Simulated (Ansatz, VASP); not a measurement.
HfB: VASP beside Ansatz

```
Hf B
1.0
     0.00000    2.34788    2.34788
     2.34788    0.00000    2.34788
     2.34788    2.34788    0.00000
Hf B
1 1
Direct
  0.50000 0.50000 0.50000
  0.00000 0.00000 0.00000
```

Change from the starting cell: volume scaled by 1.05, PAW files.

Alike in both runs: task electric field gradients; functional PBE; k mesh 15 × 15 × 15; occupations fermi-dirac, width 0.05 eV; no spin polarisation.

|  | VASP | Ansatz |
| --- | --- | --- |
| version | VASP 6.6.1 | Ansatz 0.2.0 |
| potentials or method | VASP PAW PBE potentials, release 64 (Hf_pv, B) | PAW with Ansatz's default frozen-core files, scalar-relativistic |
| plane-wave cutoff (eV) | 520 | 420 |
| valence electrons in the cell | 13 | 29 |

VASP gave:

| Quantity | Value |
| --- | --- |
| pressure (GPa) | 18.0 |

Q: Which values does Ansatz return?

A: Pressure (GPa): 17.4.

VASP's potentials hold 13 valence electrons a cell and Ansatz's 29, so a difference there can come from the potentials and not from the codes.

Neither program's run includes spin-orbit coupling.
